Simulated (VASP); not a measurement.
# Hf (Im-3m) in VASP: further runs, part 2 of 2

VASP 6.6.1. Earlier steps stand in the parts before.

## 6. Relaxation of cell and atoms, PBE, target pressure 40 GPa, at which the enthalpy is minimised

This run uses another cell than the first one, of 22.37 Å³/atom.

The input, INCAR:

```
SYSTEM = Hf
PREC     = Accurate       ! precision mode
ENCUT    = 500            ! plane-wave cutoff, eV
EDIFF    = 1E-7           ! SCF threshold, eV
ISMEAR   = -1             ! smearing method
SIGMA    = 0.05           ! smearing width, eV
LREAL    = .FALSE.        ! projectors in reciprocal space
LASPH    = .TRUE.         ! aspherical terms in the spheres
NELM     = 120            ! most SCF steps
ALGO     = Normal         ! electronic algorithm
ISIF     = 3              ! what is computed and relaxed
LWAVE    = .FALSE.        ! write WAVECAR
LCHARG   = .FALSE.        ! write CHGCAR
GGA      = PE             ! functional
IBRION   = 2              ! ionic algorithm
NSW      = 60             ! ionic steps
EDIFFG   = -0.03          ! ionic threshold
PSTRESS  = 400.0        
GGA_COMPAT= .FALSE.      
NELMIN   = 4
```

The input, KPOINTS:

```
Automatic mesh
0
G
  17 17 17
  0 0 0
```

The input, POSCAR:

```
Hf
1.0
   -1.7750000000      1.7750000000      1.7750000000
    1.7750000000     -1.7750000000      1.7750000000
    1.7750000000      1.7750000000     -1.7750000000
Hf
1
Direct
    0.0000000000      0.0000000000      0.0000000000
```

Potentials or basis: VASP PAW PBE potentials, release 64 (Hf_pv).

On the command line:

```bash
$ cat potpaw_PBE.64/Hf_pv/POTCAR > POTCAR
$ mpirun -np 1 vasp_std > vasp.out
```

Run time: 32 s. Hardware: 1 thread of Intel Xeon 6975P-C (Granite Rapids), shared host; peak memory 0.18 GiB.

It converged, with:

```yaml
Free_energy: -9.2227 eV
Relaxed_volume: 17.12 Å³/atom
Relaxed_cell: a = 2.812 Å, b = 2.812 Å, c = 2.812 Å, α = 109.47°, β = 109.47°, γ = 109.47°
Space_group_after_relaxing_to_0.1_Å: Im-3m (No. 229)
Energy_change_on_relaxing_the_run_minimises_the_enthalpy: +527.4 meV/atom
Ionic_steps: 5
Pressure_after_relaxing: 40.1 GPa
Band_gap_on_the_k_mesh: zero (bands 5 and 6 overlap by 2.69 eV)
```

The path:
```
step  energy change (eV)  largest force (eV/Å)  pressure (GPa)  volume (Å³)
   1              0.0000                0.0000           -0.62        22.37
   2             10.3234                0.0000          546.71         8.57
   3              0.3328                0.0000           29.43        18.02
   4              0.4317                0.0000           34.98        17.53
   5              0.5274                0.0000           40.11        17.12
```

Final structure:
```yaml
crystal:
  lattice:
    - [-1.62351, 1.62351, 1.62351]
    - [1.62351, -1.62351, 1.62351]
    - [1.62351, 1.62351, -1.62351]
  atoms:
    - { symbol: Hf, position: [0.00000, 0.00000, 0.00000] }
```

Levels at points of the mesh, in eV from the Fermi level:
```tsv
k point	band 1	band 2	band 3	band 4	band 5	band 6	band 7	band 8	band 9
(0.00, 0.00, 0.00)	-28.78	-28.78	-28.78	-7.78	1.68	1.68	1.68	5.30	5.30
```

Caveat: the cell is relaxed towards a set pressure, so the run minimises the enthalpy, not the energy; the volume moved by over 15 % at a fixed basis, so the end points are rough; spin-orbit coupling is left out, which moves the levels of the heavy elements.

## 7. Relaxation of cell and atoms, PBE, target pressure 60 GPa, at which the enthalpy is minimised

This run uses another cell than the first one, of 22.37 Å³/atom.

The input, INCAR:

```
SYSTEM = Hf
PREC = Accurate ; ENCUT = 500
EDIFF = 1E-7 ; ISMEAR = -1
SIGMA = 0.05 ; LREAL = .False.
LASPH = .True. ; NELM = 120
ALGO = Normal ; ISIF = 3
LWAVE = .False. ; LCHARG = .False.
GGA = PE ; IBRION = 2
NSW = 60 ; EDIFFG = -0.03
PSTRESS = 600.0 ; GGA_COMPAT = .False.
NELMIN = 4
```

The input, KPOINTS:

```
regular mesh
0
Gamma
  17 17 17
  0 0 0
```

POSCAR is that of step 6.

On the command line:

```bash
$ cat potpaw_PBE.64/Hf_pv/POTCAR > POTCAR
$ mpirun -np 1 vasp_std > vasp.out
```

It took 55 s on 1 thread of Intel Xeon 6975P-C (Granite Rapids), shared host; peak memory 0.2 GiB.

The run converged. Its results:

```yaml
Free_energy: -8.8153 eV
Relaxed_volume: 15.80 Å³/atom
Relaxed_cell: a = 2.738 Å, b = 2.738 Å, c = 2.738 Å, α = 109.47°, β = 109.47°, γ = 109.47°
Space_group_after_relaxing_to_0.1_Å: Im-3m (No. 229)
Energy_change_on_relaxing_the_run_minimises_the_enthalpy: +934.8 meV/atom
Ionic_steps: 9
Pressure_after_relaxing: 60.0 GPa
Band_gap_on_the_k_mesh: zero (bands 5 and 6 overlap by 2.81 eV)
```

Step by step:
```csv
step,energy change (eV),largest force (eV/Å),pressure (GPa),volume (Å³)
1,0.0000,0.0000,-0.62,22.37
2,49.4521,0.0000,4132.38,4.63
3,0.0425,0.0000,8.73,20.58
4,0.1435,0.0000,17.48,19.33
5,1.0631,0.0000,65.85,15.47
6,0.9236,0.0000,59.48,15.83
7,0.9673,0.0000,61.49,15.72
8,0.8618,0.0000,56.61,16.00
9,0.9348,0.0000,60.00,15.80
```

Final structure:
```yaml
crystal:
  lattice:
    - [-1.58079, 1.58079, 1.58079]
    - [1.58079, -1.58079, 1.58079]
    - [1.58079, 1.58079, -1.58079]
  atoms:
    - { symbol: Hf, position: [0.00000, 0.00000, 0.00000] }
```

Levels at points of the mesh, in eV from the Fermi level:
```tsv
k point	band 3	band 4	band 5	band 6	band 7	band 8
(0.00, 0.00, 0.00)	-28.45	-7.92	1.71	1.71	1.71	5.61
```

Caveat: the cell is relaxed towards a set pressure, so the run minimises the enthalpy, not the energy; the volume moved by over 15 % at a fixed basis, so the end points are rough; spin-orbit coupling is left out, which moves the levels of the heavy elements.

## 8. Overview

| task | cell | gap on the mesh (eV) | pressure (GPa) |
| --- | --- | --- | --- |
| single point | a = 2.914 Å, angles 109.5°, 1 atom | none | 19.7 |
| single point | a = 3.072 Å, angles 109.5°, 1 atom | none | -0.3 |
| relaxation of cell and atoms | relaxed from a = 3.074 Å, angles 109.5°, 1 atom | none | 0.0 |
| relaxation of cell and atoms | relaxed to 20 GPa from a = 3.074 Å, angles 109.5°, 1 atom | none | 20.1 |
| relaxation of cell and atoms | relaxed to 40 GPa from a = 3.074 Å, angles 109.5°, 1 atom | none | 40.1 |
| relaxation of cell and atoms | relaxed to 60 GPa from a = 3.074 Å, angles 109.5°, 1 atom | none | 60.0 |

Alike in all rows: level PBE; potentials or basis VASP PAW PBE potentials, release 64 (Hf_pv); no spin polarisation; k mesh 17 × 17 × 17; cutoff (eV) 500; smearing fermi-dirac 0.05 eV.

Caveats: spin-orbit coupling is left out, which moves the levels of the heavy elements; the cell is relaxed towards a set pressure, so the run minimises the enthalpy, not the energy (at least some runs); the volume moved by over 15 % at a fixed basis, so the end points are rough (at least some runs); the cell stands under pressure (at least some runs).

Absolute energies hang on the potentials; compare differences alone.
